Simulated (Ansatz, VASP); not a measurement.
HPt6: VASP beside Ansatz

```
Pt H
1.0
     5.61433    0.00000    0.00000
     0.00000    5.61433    0.00000
     0.00000    0.00000   21.85138
Pt H
12 2
Direct
  0.25000 0.25000 0.18305
  0.25000 0.75000 0.18305
  0.75000 0.25000 0.18305
  0.75000 0.75000 0.18305
  0.00000 0.00000 0.27121
  0.00000 0.50000 0.27121
  0.50000 0.00000 0.27121
  0.50000 0.50000 0.27121
  0.25000 0.25000 0.35931
  0.25000 0.75000 0.35931
  0.75000 0.25000 0.35931
  0.75000 0.75000 0.35931
  0.80096 0.00000 0.43848
  0.19904 0.00000 0.43848
```

Alike in both runs: task single point; functional PBE; k mesh 5 × 5 × 1; occupations gaussian, width 0.1 eV; no spin polarisation.

```csv
,VASP,Ansatz
version,VASP 6.6.1,Ansatz 0.2.0
potentials or method,"VASP PAW PBE potentials, release 64 (Pt, H), cutoff 520 eV","scalar-relativistic, plane waves, PAW"
valence electrons in the cell,122,218
```

VASP gave:

| Property | Result |
| --- | --- |
| gap on the k mesh at the Fermi level (eV) | none |
| rms of the force components (eV/Å) | 0.656 |

Q: What did Ansatz give for the same quantities?

A: gap on the k mesh at the Fermi level (eV): none; rms of the force components (eV/Å): 0.660.

Atom by atom the forces differ by 0.009 eV/Å (rms over components). A gap of «none» marks a metal or a gap that the smearing closes. VASP's potentials hold 122 valence electrons a cell and Ansatz's 218, so a difference there can come from the potentials and not from the codes.

Neither program's run includes spin-orbit coupling.
